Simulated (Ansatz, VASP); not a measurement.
Zr4Ag in VASP and in Ansatz

```
Zr Ag
1.0
    -2.81524    2.64527    4.14261
     2.81524   -2.64527    4.14261
     2.81524    2.64527   -4.14261
Zr Ag
4 1
Direct
  0.17753 0.42734 0.24981
  0.82247 0.57266 0.75019
  0.17753 0.92771 0.75019
  0.82247 0.07229 0.24981
  0.50000 0.00000 0.50000
```

Alike in both runs: functional PBE; k mesh 4 × 4 × 4; occupations gaussian, width 0.2 eV; no spin polarisation.

Ansatz relaxed the structure, and its values are those at the end. VASP's run is a single point on that final structure, the one shown.

```csv
,VASP,Ansatz
version,VASP 6.6.1,Ansatz 0.2.0
potentials or method,"VASP PAW PBE potentials, release 64 (Zr_sv, Ag), cutoff 520 eV","scalar-relativistic, plane waves, PAW"
valence electrons in the cell,59,67
```

|  | VASP | Ansatz | Ansatz less VASP |
| --- | --- | --- | --- |
| gap on the k mesh at the Fermi level (eV) | none | none | - |
| pressure (GPa) | 0.0 | -0.1 | -0.05 |
| rms of the force components (eV/Å) | 0.018 | 0.019 | +0.0007 |

A gap of «none» marks a metal or a gap that the smearing closes. The functional is the same, so the differences come from potentials, cutoffs and numerics. VASP's potentials hold 59 valence electrons a cell and Ansatz's 67, so a difference there can come from the potentials and not from the codes.

The k mesh is coarse, so the values compare programs but aren't converged.
